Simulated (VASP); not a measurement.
Write the native input for VASP 6.6.1 that does the following.

- Task: single point
- Functional: PBE
- Potentials or basis: VASP PAW PBE potentials, release 64 (La, Tl_d, H)
- Cutoff: 520 eV
- k mesh: 4 × 4 × 4
- Occupations: gaussian, width 0.1 eV
- Spin: no spin polarisation
- Dipole correction: no
- Further INCAR settings: ALGO = Normal; EDIFF = 1e-06; NBANDS = 39

The structure of LaTl3H6 lies in POSCAR:

```
LaTl3H6
1.0
    5.6790868500      0.0000000000      0.0000000000
    0.0000000000      5.6790868500      0.0000000000
    0.0000000000      0.0000000000      5.4431695700
La Tl H
1 3 6
Direct
    0.5000000000      0.5000000000      0.0000000000
    0.5000000000      0.0000000000      0.5000000000
    0.0000000000      0.5000000000      0.5000000000
    0.0000000000      0.0000000000      0.0000000000
    0.6472348100      0.5000000000      0.5000000000
    0.3527651900      0.5000000000      0.5000000000
    0.5000000000      0.3527651900      0.5000000000
    0.5000000000      0.6472348100      0.5000000000
    0.5000000000      0.0000000000      0.0000000000
    0.0000000000      0.5000000000      0.0000000000
```

The input as run:

INCAR

```
SYSTEM = LaTl3H6
PREC = Accurate
ENCUT = 520
EDIFF = 1E-6
ISMEAR = 0
SIGMA = 0.1
LREAL = .FALSE.
LASPH = .TRUE.
NELM = 100
ALGO = Normal
ISIF = 2
LWAVE = .FALSE.
LCHARG = .FALSE.
GGA = PE
NBANDS = 39
```

KPOINTS

```
Automatic mesh
0
G
  4 4 4
  0 0 0
```

Potentials or basis: VASP PAW PBE potentials, release 64 (La, Tl_d, H).

Command:

```sh
$ cat potpaw_PBE.64/La/POTCAR potpaw_PBE.64/Tl_d/POTCAR potpaw_PBE.64/H/POTCAR > POTCAR
$ mpirun -np 1 vasp_std > vasp.out
```

It gave:

```json
{
  "Pressure": "-2.9 GPa",
  "Largest force": "0.534 eV/Å",
  "Band gap on the k mesh": "zero (band 28 reaches 5.32 eV, above the bottom of band 29 at 4.21 eV)"
}
```

Caveat: spin-orbit coupling is left out, which moves the levels of the heavy elements.

Run time: 72 s on 1 thread of Intel(R) Xeon(R) 6975P-C (Granite Rapids), with other jobs on the host, peak memory 0.33 GiB.
